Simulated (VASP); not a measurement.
# BaCa3O4 (Pm-3m) in VASP: further runs, part 2 of 2

VASP 6.6.1. Earlier steps stand in the parts before.

## (4) Single point, PBE

This run uses another cell than the first one, of 16.33 Å³/atom.

The input, INCAR:

```
PREC     = Accurate       # precision mode
ENCUT    = 520            # plane-wave cutoff, eV
EDIFF    = 1E-7           # SCF threshold, eV
ISMEAR   = -1             # smearing method
SIGMA    = 0.05           # smearing width, eV
LREAL    = F              # projectors in reciprocal space
LASPH    = T              # aspherical terms in the spheres
NELM     = 80             # most SCF steps
ALGO     = Normal         # electronic algorithm
ISIF     = 2              # what is computed and relaxed
LWAVE    = F              # write WAVECAR
LCHARG   = T              # write CHGCAR
GGA      = PE             # functional
LELF     = T              # ELF
LVHAR    = T            
NBANDS   = 42             # bands
```

The input, KPOINTS:

```
Automatic mesh
0
Gamma
  5 5 5
```

The input, POSCAR:

```
BaCa3O4
1.0
    5.0739614368      0.0000000000      0.0000000000
    0.0000000000      5.0739614368      0.0000000000
    0.0000000000      0.0000000000      5.0739614368
Ba Ca O
1 3 4
Direct
    0.5000000000      0.5000000000      0.5000000000
    0.5000000000      0.0000000000      0.0000000000
    0.0000000000      0.5000000000      0.0000000000
    0.0000000000      0.0000000000      0.5000000000
    0.0000000000      0.5000000000      0.5000000000
    0.5000000000      0.0000000000      0.5000000000
    0.5000000000      0.5000000000      0.0000000000
    0.0000000000      0.0000000000      0.0000000000
```

Potentials or basis: VASP PAW PBE potentials, release 64 (Ba_sv, Ca_sv, O).

Run with:

```console
> cat potpaw_PBE.64/Ba_sv/POTCAR potpaw_PBE.64/Ca_sv/POTCAR potpaw_PBE.64/O/POTCAR > POTCAR
> mpirun -np 1 vasp_std > vasp.out
```

OUTCAR:

```text
PREC = Accurate
   ENCUT = 520
   EDIFF = 1E-7
   ISMEAR = -1
   LREAL = F
   LASPH = T
   NELM = 80
   ISIF = 2
   GGA = PE

 ion  position               nearest neighbor table
   1  0.500  0.500  0.500-   5 2.54   6 2.54   7 2.54   7 2.54   6 2.54   5 2.54   2 3.59   3 3.59
                             2 3.59   2 3.59   4 3.59   3 3.59   2 3.59   3 3.59   4 3.59   4 3.59
   2  0.500  0.000  0.000-   6 2.54   7 2.54   8 2.54   6 2.54   7 2.54   8 2.54   1 3.59   1 3.59
                             1 3.59   1 3.59
   3  0.000  0.500  0.000-   5 2.54   7 2.54   8 2.54   5 2.54   8 2.54   7 2.54   1 3.59   1 3.59
                             1 3.59   1 3.59
   4  0.000  0.000  0.500-   5 2.54   6 2.54   8 2.54   8 2.54   5 2.54   6 2.54   1 3.59   1 3.59
                             1 3.59   1 3.59
   5  0.000  0.500  0.500-   1 2.54   3 2.54   4 2.54   3 2.54   4 2.54   1 2.54
   6  0.500  0.000  0.500-   1 2.54   2 2.54   4 2.54   2 2.54   1 2.54   4 2.54
   7  0.500  0.500  0.000-   1 2.54   2 2.54   3 2.54   1 2.54   2 2.54   3 2.54
   8  0.000  0.000  0.000-   2 2.54   3 2.54   4 2.54   4 2.54   3 2.54   2 2.54

  LATTYP: Found a simple cubic cell.
 ALAT       =     5.0739614368

  Lattice vectors:
[... 184 lines left out ...]
  band No.  band energies     occupation
      1     -36.6849      2.00000
      2     -36.6368      2.00000
      3     -36.6368      2.00000
      4     -21.9986      2.00000
      5     -17.8382      2.00000
      6     -17.8382      2.00000
[... 439 lines left out ...]
     41       8.9942      0.00000
     42       9.1933      0.00000

------------------------ aborting loop because EDIFF is reached ----------------------------------------

  FORCE on cell =-STRESS in cart. coord.  units (eV):
  Direction    XX          YY          ZZ          XY          YZ          ZX
  --------------------------------------------------------------------------------------
  -------------------------------------------------------------------------------------
  Total        1.4461069      1.4461069      1.4461069      0.0000000      0.0000000     -0.0000000
  in kB       17.7365646     17.7365646     17.7365646      0.0000000      0.0000000     -0.0000000
  external PRESSURE =      17.7365646 kB  Pullay stress =       0.0000000 kB

 VOLUME and BASIS-vectors are now :
 -----------------------------------------------------------------------------
  energy-cutoff  :      520.00
  volume of cell :      130.63
      direct lattice vectors                 reciprocal lattice vectors
     5.073961437  0.000000000  0.000000000     0.197084667  0.000000000  0.000000000
     0.000000000  5.073961437  0.000000000     0.000000000  0.197084667  0.000000000
     0.000000000  0.000000000  5.073961437     0.000000000  0.000000000  0.197084667

 POSITION                                       TOTAL-FORCE (eV/Angst)
 -----------------------------------------------------------------------------------
      2.53698      2.53698      2.53698         0.000000      0.000000      0.000000
      2.53698      0.00000      0.00000         0.000000      0.000000      0.000000
      0.00000      2.53698      0.00000         0.000000      0.000000      0.000000
      0.00000      0.00000      2.53698         0.000000      0.000000      0.000000
      0.00000      2.53698      2.53698         0.000000      0.000000      0.000000
      2.53698      0.00000      2.53698         0.000000      0.000000      0.000000
      2.53698      2.53698      0.00000         0.000000      0.000000      0.000000
      0.00000      0.00000      0.00000         0.000000      0.000000      0.000000
 -----------------------------------------------------------------------------------
    total drift:                                0.000000      0.000000     -0.000000

  FREE ENERGIE OF THE ION-ELECTRON SYSTEM (eV)
  ---------------------------------------------------
  free  energy   TOTEN  =       -48.7633522354 eV

  energy  without entropy=      -48.7633522353  energy(sigma->0) =      -48.76335224
```

OSZICAR:

```text
N       E                     dE             d eps       ncg     rms          rms(c)
DAV:   1     0.651098935051E+03    0.65110E+03   -0.32172E+04   840   0.151E+03
DAV:   2    -0.270104360847E+01   -0.65380E+03   -0.62761E+03  1058   0.423E+02
DAV:   3    -0.549619518502E+02   -0.52261E+02   -0.51944E+02  1228   0.117E+02
DAV:   4    -0.568650173019E+02   -0.19031E+01   -0.18979E+01  1240   0.206E+01
DAV:   5    -0.569552506440E+02   -0.90233E-01   -0.90207E-01  1272   0.352E+00    0.192E+01
DAV:   6    -0.488065611118E+02    0.81487E+01   -0.48128E+01  1120   0.351E+01    0.100E+01
DAV:   7    -0.488207625979E+02   -0.14201E-01   -0.61680E+00  1120   0.116E+01    0.519E+00
DAV:   8    -0.487890885420E+02    0.31674E-01   -0.90574E-01  1048   0.451E+00    0.155E+00
DAV:   9    -0.487567692091E+02    0.32319E-01   -0.16034E-01  1184   0.208E+00    0.449E-01
DAV:  10    -0.487621609955E+02   -0.53918E-02   -0.54118E-02  1136   0.876E-01    0.283E-01
DAV:  11    -0.487638208620E+02   -0.16599E-02   -0.14154E-02  1152   0.602E-01    0.182E-01
DAV:  12    -0.487633292320E+02    0.49163E-03   -0.34032E-03  1200   0.298E-01    0.483E-02
DAV:  13    -0.487633467698E+02   -0.17538E-04   -0.68669E-04  1040   0.104E-01    0.199E-02
DAV:  14    -0.487633560495E+02   -0.92797E-05   -0.49294E-05  1312   0.312E-02    0.185E-02
DAV:  15    -0.487633522952E+02    0.37543E-05   -0.15896E-05  1088   0.177E-02    0.526E-03
DAV:  16    -0.487633523634E+02   -0.68262E-07   -0.42962E-06  1144   0.939E-03    0.217E-03
DAV:  17    -0.487633523167E+02    0.46711E-07   -0.10218E-06   976   0.409E-03    0.167E-03
DAV:  18    -0.487633522354E+02    0.81352E-07   -0.17301E-07   784   0.202E-03
   1 F= -.48763352E+02 E0= -.48763352E+02  d E =-.688745E-10
```

stdout:

```text
POSCAR found type information on POSCAR BaCaO
 POSCAR found :  3 types and       8 ions
 scaLAPACK will be used
 LDA part: xc-table for (Slater+PW92), standard interpolation
 POSCAR, INCAR and KPOINTS ok, starting setup
 FFT: planning ... GRIDC
 FFT: planning ... GRID_SOFT
 FFT: planning ... GRID
 WAVECAR not read
 entering main loop
```

Wall time 80 s (1 thread of Intel Xeon Platinum 8488C (Sapphire Rapids), shared host); peak memory 0.26 GiB.

Results:

```yaml
Free_energy: -48.7634 eV
Pressure: 1.8 GPa
Band_gap_on_the_k_mesh: 2.27 eV
```

Levels at points of the mesh, in eV from the valence-band top:
```csv
k point,band 30,band 31,band 32,band 33,band 34,band 35
"(0.00, 0.00, 0.00)",0.00,0.00,0.00,2.27,2.27,2.27
```

Caveat: spin-orbit coupling is left out, which moves the levels of the heavy elements; an odd mesh through Γ misses points on the zone boundary, where band edges can lie.

## (5) Single point, PBE

This run uses another cell than the first one, of 16.66 Å³/atom.

The input, INCAR:

```
SYSTEM = BaCa3O4
PREC     = Accurate       ! precision mode
ENCUT    = 520            ! plane-wave cutoff, eV
EDIFF    = 1E-6           ! SCF threshold, eV
ISMEAR   = -1             ! smearing method
SIGMA    = 0.05           ! smearing width, eV
LREAL    = .False.        ! projectors in reciprocal space
LASPH    = .True.         ! aspherical terms in the spheres
NELM     = 60             ! most SCF steps
ALGO     = Normal         ! electronic algorithm
ISIF     = 2              ! what is computed and relaxed
LWAVE    = .False.        ! write WAVECAR
LCHARG   = .False.        ! write CHGCAR
GGA      = PE             ! functional
NBANDS   = 42             ! bands
```

The input, KPOINTS:

```
regular mesh
0
Gamma
  5 5 5
  0 0 0
```

POSCAR, as its differences from that of step 4:

```diff
@@ -2,5 +2,5 @@
 1.0
-    5.0739614368      0.0000000000      0.0000000000
-    0.0000000000      5.0739614368      0.0000000000
-    0.0000000000      0.0000000000      5.0739614368
+    5.1082460000      0.0000000000      0.0000000000
+    0.0000000000      5.1082460000      0.0000000000
+    0.0000000000      0.0000000000      5.1082460000
 Ba Ca O
```

Potentials or basis: VASP PAW PBE potentials, release 64 (Ba_sv, Ca_sv, O).

Run with:

```console
> cat potpaw_PBE.64/Ba_sv/POTCAR potpaw_PBE.64/Ca_sv/POTCAR potpaw_PBE.64/O/POTCAR > POTCAR
> mpirun -np 1 vasp_std > vasp.out
```

OUTCAR:

```text
SYSTEM = BaCa3O4
   PREC = Accurate
   ENCUT = 520
   EDIFF = 1E-6
   ISMEAR = -1
   LREAL = .False.
   LASPH = .True.
   NELM = 60
   ISIF = 2
   GGA = PE

 ion  position               nearest neighbor table
   1  0.500  0.500  0.500-   5 2.55   6 2.55   7 2.55   7 2.55   6 2.55   5 2.55   2 3.61   3 3.61
                             2 3.61   2 3.61   4 3.61   3 3.61   2 3.61   3 3.61   4 3.61   4 3.61
   2  0.500  0.000  0.000-   6 2.55   7 2.55   8 2.55   6 2.55   7 2.55   8 2.55   1 3.61   1 3.61
                             1 3.61   1 3.61
   3  0.000  0.500  0.000-   5 2.55   7 2.55   8 2.55   5 2.55   8 2.55   7 2.55   1 3.61   1 3.61
                             1 3.61   1 3.61
   4  0.000  0.000  0.500-   5 2.55   6 2.55   8 2.55   8 2.55   5 2.55   6 2.55   1 3.61   1 3.61
                             1 3.61   1 3.61
   5  0.000  0.500  0.500-   1 2.55   3 2.55   4 2.55   3 2.55   4 2.55   1 2.55
   6  0.500  0.000  0.500-   1 2.55   2 2.55   4 2.55   2 2.55   1 2.55   4 2.55
   7  0.500  0.500  0.000-   1 2.55   2 2.55   3 2.55   1 2.55   2 2.55   3 2.55
   8  0.000  0.000  0.000-   2 2.55   3 2.55   4 2.55   4 2.55   3 2.55   2 2.55

  LATTYP: Found a simple cubic cell.
 ALAT       =     5.1082460000

  Lattice vectors:

 A1 = (   5.1082460000,   0.0000000000,   0.0000000000)
 A2 = (   0.0000000000,   5.1082460000,   0.0000000000)
 A3 = (   0.0000000000,   0.0000000000,   5.1082460000)

Analysis of symmetry for initial positions (statically):
=====================================================================
 Subroutine PRICEL returns:
 Original cell was already a primitive cell.

 Routine SETGRP: Setting up the symmetry group for a
 simple cubic supercell.

 Subroutine GETGRP returns: Found 48 space group operations
 (whereof 48 operations were pure point group operations)
 out of a pool of 48 trial point group operations.

The static configuration has the point symmetry O_h .

Analysis of symmetry for dynamics (positions and initial velocities):
=====================================================================
 Subroutine PRICEL returns:
[... 132 lines left out ...]
   LHFCALC =     F    Hartree Fock is set to
   AEXX    =    0.0000 exact exchange contribution
   IVDW    =     0    specifies the selected vdW correction
   LEPSILON=     F    determine dielectric tensor
   LRPA    =     F    only Hartree local field effects (RPA)
 non-spin polarized calculation
  energy-cutoff  :      520.00
  volume of cell :      133.30
 maximum number of plane-waves:      3695
 NGX is ok and might be reduce to    40
   NGX = 19   NGY = 19   NGZ = 19

 number of electron      64.0000028 magnetization

 Free energy of the ion-electron system (eV)
  ---------------------------------------------------
  ext. energy  EPLUGINS =         0.00000000
  ---------------------------------------------------
  free energy    TOTEN  =       -48.77903764 eV

  energy without entropy =      -48.77903764  energy(sigma->0) =      -48.77903764

 E-fermi :   3.8890     XC(G=0):  -9.9181

 val. band max:        2.6494471077   @ k =   0.0000   0.0000   0.0000
 cond. band min:       4.9939781286   @ k =   0.0000   0.0000   0.0000
 fundamental gap:      2.3445310208
 Fermi energy:         3.8889523340

 k-point     1 :       0.0000    0.0000    0.0000
  band No.  band energies     occupation
      1     -36.8724      2.00000
      2     -36.8286      2.00000
      3     -36.8286      2.00000
      4     -22.1656      2.00000
      5     -18.0105      2.00000
      6     -18.0105      2.00000
[... 439 lines left out ...]
     41       8.7979      0.00000
     42       8.9935      0.00000

------------------------ aborting loop because EDIFF is reached ----------------------------------------

  FORCE on cell =-STRESS in cart. coord.  units (eV):
  Direction    XX          YY          ZZ          XY          YZ          ZX
  --------------------------------------------------------------------------------------
  -------------------------------------------------------------------------------------
  Total       -0.1046722     -0.1046722     -0.1046722      0.0000000      0.0000000     -0.0000000
  in kB       -1.2581335     -1.2581335     -1.2581335      0.0000000      0.0000000     -0.0000000
  external PRESSURE =      -1.2581335 kB  Pullay stress =       0.0000000 kB

 VOLUME and BASIS-vectors are now :
 -----------------------------------------------------------------------------
  energy-cutoff  :      520.00
  volume of cell :      133.30
      direct lattice vectors                 reciprocal lattice vectors
     5.108246000  0.000000000  0.000000000     0.195761911  0.000000000  0.000000000
     0.000000000  5.108246000  0.000000000     0.000000000  0.195761911  0.000000000
     0.000000000  0.000000000  5.108246000     0.000000000  0.000000000  0.195761911

 POSITION                                       TOTAL-FORCE (eV/Angst)
 -----------------------------------------------------------------------------------
      2.55412      2.55412      2.55412         0.000000      0.000000      0.000000
      2.55412      0.00000      0.00000         0.000000      0.000000      0.000000
      0.00000      2.55412      0.00000         0.000000      0.000000      0.000000
      0.00000      0.00000      2.55412         0.000000      0.000000      0.000000
      0.00000      2.55412      2.55412         0.000000      0.000000      0.000000
      2.55412      0.00000      2.55412         0.000000      0.000000      0.000000
      2.55412      2.55412      0.00000         0.000000      0.000000      0.000000
      0.00000      0.00000      0.00000         0.000000      0.000000      0.000000
 -----------------------------------------------------------------------------------
    total drift:                                0.000000      0.000000     -0.000000

  FREE ENERGIE OF THE ION-ELECTRON SYSTEM (eV)
  ---------------------------------------------------
  free  energy   TOTEN  =       -48.7790376409 eV

  energy  without entropy=      -48.7790376408  energy(sigma->0) =      -48.77903764
```

OSZICAR:

```text
N       E                     dE             d eps       ncg     rms          rms(c)
DAV:   1     0.649238113634E+03    0.64924E+03   -0.31720E+04   840   0.149E+03
DAV:   2    -0.290630184216E+01   -0.65214E+03   -0.62755E+03  1036   0.420E+02
DAV:   3    -0.549657330766E+02   -0.52059E+02   -0.51750E+02  1226   0.116E+02
DAV:   4    -0.568754594329E+02   -0.19097E+01   -0.19035E+01  1232   0.209E+01
DAV:   5    -0.569723253730E+02   -0.96866E-01   -0.96842E-01  1272   0.363E+00    0.191E+01
DAV:   6    -0.488614111533E+02    0.81109E+01   -0.48716E+01  1118   0.349E+01    0.100E+01
DAV:   7    -0.488348099765E+02    0.26601E-01   -0.61717E+00  1112   0.115E+01    0.505E+00
DAV:   8    -0.488020526799E+02    0.32757E-01   -0.87895E-01  1048   0.446E+00    0.150E+00
DAV:   9    -0.487721247933E+02    0.29928E-01   -0.15761E-01  1208   0.202E+00    0.434E-01
DAV:  10    -0.487777262502E+02   -0.56015E-02   -0.49199E-02  1136   0.822E-01    0.280E-01
DAV:  11    -0.487795164272E+02   -0.17902E-02   -0.13832E-02  1160   0.585E-01    0.184E-01
DAV:  12    -0.487790123228E+02    0.50410E-03   -0.33788E-03  1200   0.294E-01    0.485E-02
DAV:  13    -0.487790313487E+02   -0.19026E-04   -0.71501E-04  1040   0.104E-01    0.207E-02
DAV:  14    -0.487790404973E+02   -0.91486E-05   -0.43275E-05  1272   0.294E-02    0.167E-02
DAV:  15    -0.487790376817E+02    0.28156E-05   -0.11811E-05  1032   0.154E-02    0.515E-03
DAV:  16    -0.487790376409E+02    0.40801E-07   -0.38364E-06   944   0.923E-03
   1 F= -.48779038E+02 E0= -.48779038E+02  d E =-.246807E-10
```

It took 88 s on 1 thread of Intel Xeon Platinum 8488C (Sapphire Rapids), shared host; peak memory 0.26 GiB.

Results:

| Quantity | Value |
| --- | --- |
| Free energy | -48.7790 eV |
| Pressure | -0.1 GPa |
| Band gap on the k mesh | 2.34 eV |

Caveat: spin-orbit coupling is left out, which moves the levels of the heavy elements; an odd mesh through Γ misses points on the zone boundary, where band edges can lie.

## (6) Summary

```csv
cell,gap on the mesh (eV),pressure (GPa)
"a = 5.004 Å, 8 atoms",2.11,6.2
"a = 5.039 Å, 8 atoms",2.19,3.9
"a = 5.074 Å, 8 atoms",2.27,1.8
"a = 5.108 Å, 8 atoms",2.34,-0.1
```

Alike in all rows: task single point; level PBE; potentials or basis VASP PAW PBE potentials, release 64 (Ba_sv, Ca_sv, O); no spin polarisation; k mesh 5 × 5 × 5; cutoff (eV) 520; smearing fermi-dirac 0.05 eV.

Caveats: spin-orbit coupling is left out, which moves the levels of the heavy elements; an odd mesh through Γ misses points on the zone boundary, where band edges can lie; the cell stands under pressure (at least some runs).

Absolute energies hang on the potentials; compare differences alone.
